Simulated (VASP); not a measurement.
# Ni2Pt3 (P-6m2) in VASP: single point with PBE

Aim: the single point of Ni2Pt3 with PBE.

All numbers are computed with VASP 6.6.1; they aren't measurements. Logs are shortened: lines on timing, memory, paths and dates and some standing lists are left out, and cuts for length are marked.

## (1) The cell of the first run

Symmetry: P-6m2, No. 187, hexagonal system. The conventional cell has a = 2.735 Å, b = 2.735 Å, c = 21.763 Å, α = 90.00°, β = 90.00°, γ = 120.00°. Ni (site symmetry -6m2) has 6 Pt at 2.63 Å and 6 Ni at 2.74 Å within 3.5 Å. Ni (site symmetry 3m) has 6 Pt at 2.63 to 2.64 Å and 6 Ni at 2.74 Å within 3.5 Å. Ni (site symmetry -6m2) has 6 Pt at 2.64 Å and 6 Ni at 2.74 Å within 3.5 Å. Within 3.5 Å of Pt (site symmetry 3m) lie 3 Ni at 2.63 Å and 9 Pt at 2.74 to 2.92 Å. Pt (site symmetry 3m) has 6 Ni at 2.64 Å and 6 Pt at 2.74 Å within 3.5 Å. Within 3.5 Å of Pt (site symmetry 3m) lie 3 Ni at 2.63 Å and 9 Pt at 2.74 to 2.92 Å.

## (2) Single point, PBE, collinear spin, ferromagnetic start

Contents of INCAR:

```
SYSTEM = Ni2Pt3
ALGO = Fast
EDIFF = 1E-6
ENCUT = 520
GGA = PE
ISIF = 2
ISMEAR = 0
ISPIN = 2
LASPH = .TRUE.
LCHARG = .FALSE.
LMAXMIX = 4
LORBIT = 11
LREAL = .FALSE.
LWAVE = .FALSE.
MAGMOM = 0.99 0.99 0.99 0.99 0.33 0.33 0.33 0.33 0.33 0.33
NBANDS = 65
NELM = 150
PREC = Accurate
SIGMA = 0.1
```

Contents of KPOINTS:

```
k-points
0
G
  6 6 1
  0 0 0
```

Contents of POSCAR:

```
Ni2Pt3
1.0
    2.7354162000      0.0000000000      0.0000000000
   -1.3677081000      2.3689399000      0.0000000000
    0.0000000000      0.0000000000     21.7632263000
Ni Pt
4 6
Direct
    0.0000000000      0.0000000000      0.0000000000
    0.3333333000      0.6666667000      0.3059350000
    0.3333333000      0.6666667000      0.5000000000
    0.3333333000      0.6666667000      0.6940650000
    0.0000000000      0.0000000000      0.2093770000
    0.0000000000      0.0000000000      0.4030150000
    0.0000000000      0.0000000000      0.5969850000
    0.0000000000      0.0000000000      0.7906230000
    0.3333333000      0.6666667000      0.0967560000
    0.3333333000      0.6666667000      0.9032440000
```

Potentials or basis: VASP PAW PBE potentials, release 64 (Ni, Pt).

The run is started by

```bash
$ cat potpaw_PBE.64/Ni/POTCAR potpaw_PBE.64/Pt/POTCAR > POTCAR
$ mpirun -np 1 vasp_std > vasp.out
```

OUTCAR:

```text
SYSTEM = Ni2Pt3
   EDIFF = 1E-6
   ENCUT = 520
   GGA = PE
   ISIF = 2
   ISMEAR = 0
   ISPIN = 2
   LASPH = .TRUE.
   LORBIT = 11
   LREAL = .FALSE.
   NELM = 150
   PREC = Accurate

 ion  position               nearest neighbor table
   1  0.000  0.000  0.000-   9 2.63  10 2.63   9 2.63  10 2.63   9 2.63  10 2.63
   2  0.333  0.667  0.306-   5 2.63   5 2.63   5 2.63   6 2.64   6 2.64   6 2.64
   3  0.333  0.667  0.500-   6 2.64   7 2.64   6 2.64   7 2.64   6 2.64   7 2.64
   4  0.333  0.667  0.694-   8 2.63   8 2.63   8 2.63   7 2.64   7 2.64   7 2.64
   5  0.000  0.000  0.209-   2 2.63   2 2.63   2 2.63   9 2.92   9 2.92   9 2.92
   6  0.000  0.000  0.403-   3 2.64   3 2.64   3 2.64   2 2.64   2 2.64   2 2.64
   7  0.000  0.000  0.597-   3 2.64   3 2.64   3 2.64   4 2.64   4 2.64   4 2.64
   8  0.000  0.000  0.791-   4 2.63   4 2.63   4 2.63  10 2.92  10 2.92  10 2.92
   9  0.333  0.667  0.097-   1 2.63   1 2.63   1 2.63   5 2.92   5 2.92   5 2.92
  10  0.333  0.667  0.903-   1 2.63   1 2.63   1 2.63   8 2.92   8 2.92   8 2.92

  LATTYP: Found a hexagonal cell.
 ALAT       =     2.7354162000
 C/A-ratio  =     7.9560932263

  Lattice vectors:

 A1 = (   2.7354162000,   0.0000000000,   0.0000000000)
 A2 = (  -1.3677081000,   2.3689399000,   0.0000000000)
 A3 = (   0.0000000000,   0.0000000000,  21.7632263000)

Analysis of symmetry for initial positions (statically):
=====================================================================
 Subroutine PRICEL returns:
 Original cell was already a primitive cell.

 Routine SETGRP: Setting up the symmetry group for a
 hexagonal supercell.

 Subroutine GETGRP returns: Found 12 space group operations
 (whereof 12 operations were pure point group operations)
 out of a pool of 24 trial point group operations.

The static configuration has the point symmetry D_3h.

Analysis of symmetry for dynamics (positions and initial velocities):
=====================================================================
 Subroutine PRICEL returns:
 Original cell was already a primitive cell.

 Routine SETGRP: Setting up the symmetry group for a
 hexagonal supercell.

 Subroutine GETGRP returns: Found 12 space group operations
 (whereof 12 operations were pure point group operations)
 out of a pool of 24 trial point group operations.

The dynamic configuration has the point symmetry D_3h.

Analysis of structural, dynamic, and magnetic symmetry:
=====================================================================
 Subroutine PRICEL returns:
 Original cell was already a primitive cell.

 Routine SETGRP: Setting up the symmetry group for a
 hexagonal supercell.

 Subroutine GETGRP returns: Found 12 space group operations
 (whereof 12 operations were pure point group operations)
 out of a pool of 24 trial point group operations.

The overall configuration has the point symmetry D_3h.

 Subroutine INISYM returns: Found 12 space group operations
 (whereof 12 operations are pure point group operations),
 and found     1 'primitive' translations

----------------------------------------------------------------------------------------

                                     Primitive cell

  volume of cell :     141.0265

  direct lattice vectors                    reciprocal lattice vectors
     2.735416200  0.000000000  0.000000000     0.365575081  0.211064873  0.000000000
    -1.367708100  2.368939900  0.000000000     0.000000000  0.422129747  0.000000000
     0.000000000  0.000000000 21.763226300     0.000000000  0.000000000  0.045949070

  length of vectors
     2.735416200  2.735416183 21.763226300     0.422129744  0.422129747  0.045949070

  position of ions in fractional coordinates (direct lattice)
     0.000000000  0.000000000  0.000000000
     0.333333300  0.666666700  0.305935000
     0.333333300  0.666666700  0.500000000
     0.333333300  0.666666700  0.694065000
     0.000000000  0.000000000  0.209377000
     0.000000000  0.000000000  0.403015000
     0.000000000  0.000000000  0.596985000
     0.000000000  0.000000000  0.790623000
     0.333333300  0.666666700  0.096756000
     0.333333300  0.666666700  0.903244000

  ion indices of the primitive-cell ions
[... 58 lines left out ...]
   ICHARG =      2    charge: 1-file 2-atom 10-const
   ISPIN  =      2    spin polarized calculation?
   LNONCOLLINEAR =      F non collinear calculations
   LSORBIT =      F    spin-orbit coupling
   LASPH  =      T    aspherical Exc in radial PAW
   ENCUT  =  520.0 eV  38.22 Ry    6.18 a.u.   5.09  5.09 40.47*2*pi/ulx,y,z
   NELM   =    150;   NELMIN=  2; NELMDL= -5     # of ELM steps
   EDIFF  = 0.1E-05   stopping-criterion for ELM
   LREAL  =      F    real-space projection
   EDIFFG = 0.1E-04   stopping-criterion for IOM
   NSW    =      0    number of steps for IOM
   IBRION =     -1    ionic relax: 0-MD 1-quasi-New 2-CG
   NFREE  =      0    steps in history (QN), initial steepest desc. (CG)
   ISIF   =      2    stress and relaxation
   ISYM   =      2    0-nonsym 1-usesym 2-fastsym
   POTIM  = 0.5000    time-step for ionic-motion
   TEBEG  =    0.0;   TEEND  =   0.0 temperature during run
   PSTRESS=    0.0 pullay stress
   NELECT =     100.0000    total number of electrons
   NUPDOWN=      -1.0000    fix difference up-down
   EMIN   =  10.00;   EMAX   =-10.00  energy-range for DOS
   EFERMI =   0.00;   METHOD = LEGACY
   ISMEAR =     0;   SIGMA  =   0.10  broadening in eV -4-tet -1-fermi 0-gaus
   EFERMI_NEDOS =   21; number of points for ismear=-14 and -15
   IALGO  =     68    algorithm
   IMIX   =      4    mixing-type and parameters
     AMIX     =   0.40;   BMIX     =  1.00
     AMIX_MAG =   1.60;   BMIX_MAG =  1.00
  volume/ion in A,a.u.               =      14.10        95.17
  Fermi-wavevector in a.u.,A,eV,Ry     =   1.459849  2.758714 28.996178  2.131159
  Thomas-Fermi vector in A             =   2.576368
   LORBIT       =     11    0 simple, 1 ext, 2 COOP (PROOUT), +10 PAW based schemes
   GGA     = PE    functional components
   LHFCALC =     F    Hartree Fock is set to
   AEXX    =    0.0000 exact exchange contribution
   IVDW    =     0    specifies the selected vdW correction
   LEPSILON=     F    determine dielectric tensor
   LRPA    =     F    only Hartree local field effects (RPA)
 spin polarized calculation
 RMM-DIIS sequential band-by-band and
 Gauss-broadening in eV      SIGMA  =   0.10
  energy-cutoff  :      520.00
  volume of cell :      141.03
 maximum number of plane-waves:      3831
   NGX = 11   NGY = 11   NGZ = 81

 number of electron     100.0000000 magnetization       5.9400000

 number of electron      99.9999996 magnetization       4.6445069

 Free energy of the ion-electron system (eV)
  ---------------------------------------------------
  ext. energy  EPLUGINS =         0.00000000
  ---------------------------------------------------
  free energy    TOTEN  =       -58.97813551 eV

  energy without entropy =      -58.89558847  energy(sigma->0) =      -58.93686199

 E-fermi :   9.8808     XC(G=0): -13.0883

 val. band max:        9.8786622649   @ k =   0.5000  -0.0000   0.0000
 cond. band min:       9.8828562820   @ k =   0.3333   0.3333   0.0000
 fundamental gap:      0.0041940171
 Fermi energy:         9.8808370847

 spin component 1

 k-point     1 :       0.0000    0.0000    0.0000
  band No.  band energies     occupation
      1       0.3234      1.00000
      2       0.6313      1.00000
      3       0.6569      1.00000
      4       1.2517      1.00000
      5       1.8291      1.00000
      6       2.2223      1.00000
[... 444 lines left out ...]
     61      15.3958      0.00000
     62      15.7409      0.00000
 Fermi energy:         9.8808370847

 spin component 2

 k-point     1 :       0.0000    0.0000    0.0000
  band No.  band energies     occupation
      1       0.3397      1.00000
      2       0.6495      1.00000
      3       0.6725      1.00000
      4       1.2711      1.00000
      5       1.8561      1.00000
      6       2.2590      1.00000
[... 444 lines left out ...]
     61      15.5315      0.00000
     62      15.8470      0.00000
 [bands above 62 left out]

------------------------ aborting loop because EDIFF is reached ----------------------------------------

  FORCE on cell =-STRESS in cart. coord.  units (eV):
  Direction    XX          YY          ZZ          XY          YZ          ZX
  --------------------------------------------------------------------------------------
  -------------------------------------------------------------------------------------
  Total       -1.2948589     -1.2948589      0.2027391      0.0000000      0.0000000      0.0000000
  in kB      -14.7106643    -14.7106641      2.3032829      0.0000000      0.0000000      0.0000000
  external PRESSURE =      -9.0393485 kB  Pullay stress =       0.0000000 kB

 VOLUME and BASIS-vectors are now :
 -----------------------------------------------------------------------------
  energy-cutoff  :      520.00
  volume of cell :      141.03
      direct lattice vectors                 reciprocal lattice vectors
     2.735416200  0.000000000  0.000000000     0.365575081  0.211064873  0.000000000
    -1.367708100  2.368939900  0.000000000     0.000000000  0.422129747  0.000000000
     0.000000000  0.000000000 21.763226300     0.000000000  0.000000000  0.045949070

 POSITION                                       TOTAL-FORCE (eV/Angst)
 -----------------------------------------------------------------------------------
      0.00000      0.00000      0.00000        -0.000000      0.000000      0.000000
     -0.00000      1.57929      6.65813        -0.000000      0.000000     -0.075392
     -0.00000      1.57929     10.88161        -0.000000      0.000000      0.000000
     -0.00000      1.57929     15.10509        -0.000000      0.000000      0.075392
      0.00000      0.00000      4.55672        -0.000000      0.000000     -0.026889
      0.00000      0.00000      8.77091        -0.000000      0.000000      0.000576
      0.00000      0.00000     12.99232        -0.000000      0.000000     -0.000576
      0.00000      0.00000     17.20651        -0.000000      0.000000      0.026889
     -0.00000      1.57929      2.10572         0.000000     -0.000000      0.025883
     -0.00000      1.57929     19.65750         0.000000     -0.000000     -0.025883
 -----------------------------------------------------------------------------------
    total drift:                                0.000058     -0.000034      0.000000

  FREE ENERGIE OF THE ION-ELECTRON SYSTEM (eV)
  ---------------------------------------------------
  free  energy   TOTEN  =       -58.9781355060 eV

  energy  without entropy=      -58.8955884718  energy(sigma->0) =      -58.93686199

 total charge

# of ion       s       p       d       tot
------------------------------------------
    1        0.417   0.410   8.286   9.113
    2        0.417   0.407   8.292   9.116
    3        0.417   0.402   8.310   9.129
    4        0.417   0.407   8.292   9.116
    5        0.664   0.588   8.039   9.290
    6        0.690   0.629   8.031   9.349
    7        0.690   0.629   8.031   9.349
    8        0.664   0.588   8.039   9.290
    9        0.662   0.587   8.038   9.288
   10        0.662   0.587   8.038   9.288
--------------------------------------------------
tot          5.700   5.233  81.395  92.328

 magnetization (x)

# of ion       s       p       d       tot
------------------------------------------
    1       -0.000  -0.007   0.863   0.856
    2       -0.002  -0.010   0.868   0.856
    3       -0.003  -0.012   0.826   0.812
    4       -0.002  -0.010   0.868   0.856
    5       -0.000  -0.011   0.237   0.225
    6       -0.001  -0.019   0.250   0.231
    7       -0.001  -0.019   0.250   0.231
    8       -0.000  -0.011   0.237   0.225
    9       -0.002  -0.011   0.222   0.209
   10       -0.002  -0.011   0.222   0.209
--------------------------------------------------
tot         -0.013  -0.121   4.844   4.710
```

It took 12 min on 1 thread of Intel Xeon 8259CL, shared host; peak memory 0.34 GiB.

Results:

```
Free energy                                           : -58.9781 eV
Pressure                                              : -0.9 GPa
Largest force                                         : 0.075 eV/Å
Net moment                                            : 4.64 μB per cell
Site moments                                          : Ni +0.86, +0.81 (each value once); Pt +0.23, +0.21 (each value once) μB
Valence electrons inside the program's atomic spheres : Ni 9.11, 9.12, 9.13 (each value once); Pt 9.29, 9.35 (each value once)
```

Forces in eV/Å, atoms in the order of the input:
```
Ni   0.000  0.000  0.000
Ni   0.000  0.000 -0.075
Ni   0.000  0.000  0.000
Ni   0.000  0.000  0.075
Pt   0.000  0.000 -0.027
Pt   0.000  0.000  0.001
Pt   0.000  0.000 -0.001
Pt   0.000  0.000  0.027
Pt   0.000  0.000  0.026
Pt   0.000  0.000 -0.026
```

Caveat: the k points lie up to 0.44 Å⁻¹ apart; spin-orbit coupling is left out, which moves the levels of the heavy elements.
